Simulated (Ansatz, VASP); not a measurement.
# AlCu in VASP and in Ansatz

The input INCAR:

```
SYSTEM = AlCu
PREC     = Accurate       ! precision mode
ENCUT    = 520            ! plane-wave cutoff, eV
EDIFF    = 1E-7           ! SCF threshold, eV
ISMEAR   = 0              ! smearing method
SIGMA    = 0.15           ! smearing width, eV
LREAL    = .FALSE.        ! projectors in reciprocal space
LASPH    = .TRUE.         ! aspherical terms in the spheres
NELM     = 60             ! most SCF steps
ALGO     = Fast           ! electronic algorithm
ISIF     = 2              ! what is computed and relaxed
LWAVE    = .FALSE.        ! write WAVECAR
LCHARG   = .FALSE.        ! write CHGCAR
GGA      = PS             ! functional
NBANDS   = 14             ! bands
```

Contents of KPOINTS:

```
regular mesh
0
G
  20 20 20
  0 0 0
```

File POSCAR:

```
AlCu
1.0
    2.9560037107      0.0000000000      0.0000000000
    0.0000000000      2.9560037107      0.0000000000
    0.0000000000      0.0000000000      2.9560037107
Al Cu
1 1
Direct
   -0.0507441853      0.0000000000      0.0000000000
    0.5000000000      0.5000000000      0.5000000000
```

Input for Ansatz:

```yaml
crystal:
  lattice:
    - [2.9560037107, 0.0, 0.0]
    - [0.0, 2.9560037107, 0.0]
    - [0.0, 0.0, 2.9560037107]
  atoms:
    - { symbol: Al, position: [-0.0507441853, 0.0, 0.0] }
    - { symbol: Cu, position: [0.5, 0.5, 0.5] }
basis:
  ecutwfc: 420
kpoints:
  mp_grid: { grid: [20, 20, 20] }
hamiltonian:
  xc: pbesol
scf:
  occupations: { method: gaussian, width: 0.15 }
output:
  forces: true
  stress: true
  eigenvalues: true
```

Alike in both runs: task single point; functional PBEsol; k mesh 20 × 20 × 20; occupations gaussian, width 0.15 eV; no spin polarisation.

|  | VASP | Ansatz |
| --- | --- | --- |
| version | VASP 6.6.1 | Ansatz 0.2.0 |
| potentials or method | VASP PAW PBE potentials, release 64 (Al, Cu), cutoff 520 eV | scalar-relativistic, plane waves, PAW |
| valence electrons in the cell | 14 | 22 |

```csv
,VASP,Ansatz,Ansatz less VASP
gap on the k mesh at the Fermi level (eV),none,none,-
pressure (GPa),0.1,1.2,+1.13
"traceless stress, the component that is largest in VASP (GPa)",-0.69,-0.68,+0.010
rms of the force components (eV/Å),0.388,0.386,-0.0020
```

VASP's potentials were made for PBE, not for PBEsol. Atom by atom the forces differ by 0.002 eV/Å (rms over components). A gap of «none» marks a metal or a gap that the smearing closes. VASP's potentials hold 14 valence electrons a cell and Ansatz's 22, so a difference there can come from the potentials and not from the codes.
